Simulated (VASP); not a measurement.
A run of VASP 6.6.1 is set up as follows.

Contents of INCAR:

```
SYSTEM = Mg
PREC = Accurate
ENCUT = 600
EDIFF = 1E-6
ISMEAR = 0
SIGMA = 0.1
LREAL = .False.
LASPH = .True.
NELM = 100
ALGO = Normal
ISIF = 4
LWAVE = .False.
LCHARG = .False.
GGA = PE
IBRION = 2
NSW = 50
EDIFFG = -0.01
```

File KPOINTS:

```
regular mesh
0
Gamma
  15 15 8
  0 0 0
```

File POSCAR:

```
Mg
1.0
    3.0761525552      0.0000000000      0.0000000000
   -1.5380762776      2.6640262587      0.0000000000
    0.0000000000      0.0000000000      4.9235978318
Mg
2
Direct
    0.3333333333      0.6666666667      0.2500000000
    0.6666666667      0.3333333333      0.7500000000
```

Potentials or basis: VASP PAW PBE potentials, release 64 (Mg).

Launch:

```console
$ cat potpaw_PBE.64/Mg/POTCAR > POTCAR
$ mpirun -np 1 vasp_std > vasp.out
```

Problem. Estimate the band gap on the k mesh.

Solution. Zero (bands 2 and 3 overlap by 2.01 eV).

Final structure:
```xyz
2
Lattice="3.0762 0.0000 0.0000 -1.5381 2.6640 0.0000 0.0000 0.0000 4.9236" Properties=species:S:1:pos:R:3 pbc="T T T"
Mg    0.0000    1.7760    1.2309
Mg    1.5381    0.8880    3.6927
```
